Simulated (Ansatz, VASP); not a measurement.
## Two plane-wave programs on GaAs

Contents of INCAR:

```
SYSTEM = GaAs
PREC = Accurate
ENCUT = 520
EDIFF = 1E-6
ISMEAR = 0
SIGMA = 0.05
LREAL = .False.
LASPH = .True.
NELM = 60
ALGO = Normal
ISIF = 2
LWAVE = .False.
LCHARG = .False.
GGA = PS
NBANDS = 16
```

File KPOINTS:

```
Automatic mesh
0
Gamma
  12 12 12
  0 0 0
```

Contents of POSCAR:

```
GaAs
1.0
    0.0000000000      2.6601676982      3.1922012379
    2.6601676982      0.0000000000      3.1922012379
    2.6601676982      2.6601676982      0.0000000000
Ga As
1 1
Direct
    0.0000000000      0.0000000000      0.0000000000
    0.7500000000      0.7500000000      0.7500000000
```

Input for Ansatz:

```yaml
crystal:
  lattice:
    - [0.0, 2.6601676982, 3.1922012379]
    - [2.6601676982, 0.0, 3.1922012379]
    - [2.6601676982, 2.6601676982, 0.0]
  atoms:
    - { symbol: Ga, position: [0.0, 0.0, 0.0] }
    - { symbol: As, position: [0.75, 0.75, 0.75] }
basis:
  ecutwfc: 420
kpoints:
  mp_grid: { grid: [12, 12, 12] }
hamiltonian:
  xc: pbesol
scf:
  occupations: { method: gaussian, width: 0.05 }
output:
  forces: true
  stress: true
  eigenvalues: true
```

Alike in both runs: task single point; functional PBEsol; k mesh 12 × 12 × 12; occupations gaussian, width 0.05 eV; no spin polarisation.

|  | VASP | Ansatz |
| --- | --- | --- |
| version | VASP 6.6.1 | Ansatz 0.2.0 |
| potentials or method | VASP PAW PBE potentials, release 64 (Ga_d, As), cutoff 520 eV | scalar-relativistic, plane waves, PAW |
| valence electrons in the cell | 18 | 28 |

```csv
,VASP,Ansatz,Ansatz less VASP
gap on the k mesh at the Fermi level (eV),none,none,-
pressure (GPa),0.1,0.0,-0.15
"traceless stress, the component that is largest in VASP (GPa)",-9.51,-9.51,-0.005
```

VASP's potentials were made for PBE, not for PBEsol. A gap of «none» marks a metal or a gap that the smearing closes. VASP's potentials hold 18 valence electrons a cell and Ansatz's 28, so a difference there can come from the potentials and not from the codes.
